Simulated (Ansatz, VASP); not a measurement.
**Ir: VASP beside Ansatz**

The input POSCAR:

```
Ir
1.0
    0.0000000000      1.8887316814      1.9831682655
    1.8887316814      0.0000000000      1.9831682655
    1.8887316814      1.8887316814      0.0000000000
Ir
1
Direct
    0.0000000000      0.0000000000      0.0000000000
```

The input INCAR.step1:

```
PREC = Accurate
ENCUT = 550
ISMEAR = 0
SIGMA = 0.15
LREAL = False
LASPH = True
NELM = 120
NBANDS = 14
GGA = PE
ALGO = Normal
EDIFF = 1E-5
LWAVE = True
LCHARG = False
GGA_COMPAT = False
```

INCAR.step2

```
PREC = Accurate
ENCUT = 550
EDIFF = 1E-6
ISMEAR = 0
SIGMA = 0.15
LREAL = False
LASPH = True
NELM = 120
ALGO = Normal
ISIF = 2
LWAVE = False
LCHARG = True
METAGGA = R2SCAN
LMIXTAU = True
LELF = True
LVHAR = True
NBANDS = 14
ISTART = 1
GGA_COMPAT = False
```

File KPOINTS:

```
Automatic mesh
0
Gamma
  24 24 24
```

Input for Ansatz:

```yaml
crystal:
  lattice:
    - [0.0, 1.8887316814, 1.9831682655]
    - [1.8887316814, 0.0, 1.9831682655]
    - [1.8887316814, 1.8887316814, 0.0]
  atoms:
    - { symbol: Ir, position: [0.0, 0.0, 0.0] }
basis:
  ecutwfc: 500
kpoints:
  mp_grid: { grid: [24, 24, 24] }
hamiltonian:
  xc: r2scan
scf:
  occupations: { method: gaussian, width: 0.15 }
output:
  forces: true
  stress: true
  eigenvalues: true
```

Alike in both runs: task single point; functional r2SCAN; k mesh 24 × 24 × 24; occupations gaussian, width 0.15 eV; no spin polarisation.

|  | VASP | Ansatz |
| --- | --- | --- |
| version | VASP 6.6.1 | Ansatz 0.2.0 |
| potentials or method | VASP PAW PBE potentials, release 64 (Ir_sv_GW), cutoff 550 eV | scalar-relativistic, plane waves, PAW |
| valence electrons in the cell | 17 | 17 |

|  | VASP | Ansatz | Ansatz less VASP |
| --- | --- | --- | --- |
| gap on the k mesh at the Fermi level (eV) | none | none | - |
| pressure (GPa) | -0.1 | 2.1 | +2.17 |
| traceless stress, the component that is largest in VASP (GPa) | -13.09 | -13.08 | +0.004 |

VASP's potentials were made for PBE, not for r2SCAN. A gap of «none» marks a metal or a gap that the smearing closes.

Spin-orbit coupling is off throughout.
